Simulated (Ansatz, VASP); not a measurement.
LiAg3Cl3 in VASP and in Ansatz

```
Li Ag Cl
1.0
     0.00526   -3.51479    0.48425
    -6.80828    0.02128    0.23065
     3.53356    0.87183   -6.84182
Li Ag Cl
1 3 3
Direct
  0.35628 0.44276 0.80946
  0.40132 0.04552 0.89989
  0.61000 0.36633 0.31429
  0.03482 0.98515 0.16432
  0.53369 0.70401 0.16182
  0.80875 0.18177 0.71575
  0.25514 0.60776 0.60106
```

Change from the starting cell: cell x1, atoms moved at random (sigma 0.1 Å) and cell strained at random (1.5 %), then relaxed without symmetry.

Alike in both runs: functional PBE; k mesh 6 × 4 × 4; occupations gaussian, width 0.2 eV; no spin polarisation.

Ansatz relaxed the structure, and its values are those at the end. VASP's run is a single point on that final structure, the one shown.

```csv
,VASP,Ansatz
version,VASP 6.6.1,Ansatz 0.2.0
potentials or method,"VASP PAW PBE potentials, release 64 (Li_sv, Ag, Cl), cutoff 520 eV","scalar-relativistic, plane waves, PAW"
valence electrons in the cell,57,81
```

|  | VASP | Ansatz | Ansatz less VASP |
| --- | --- | --- | --- |
| gap on the k mesh at the Fermi level (eV) | none | none | - |
| rms of the force components (eV/Å) | 0.006 | 0.006 | -0.0002 |

A gap of «none» marks a metal or a gap that the smearing closes. VASP's potentials hold 57 valence electrons a cell and Ansatz's 81, so a difference there can come from the potentials and not from the codes.

Noted on VASP's run: the cutoff is short for stress, so the pressure is rough.
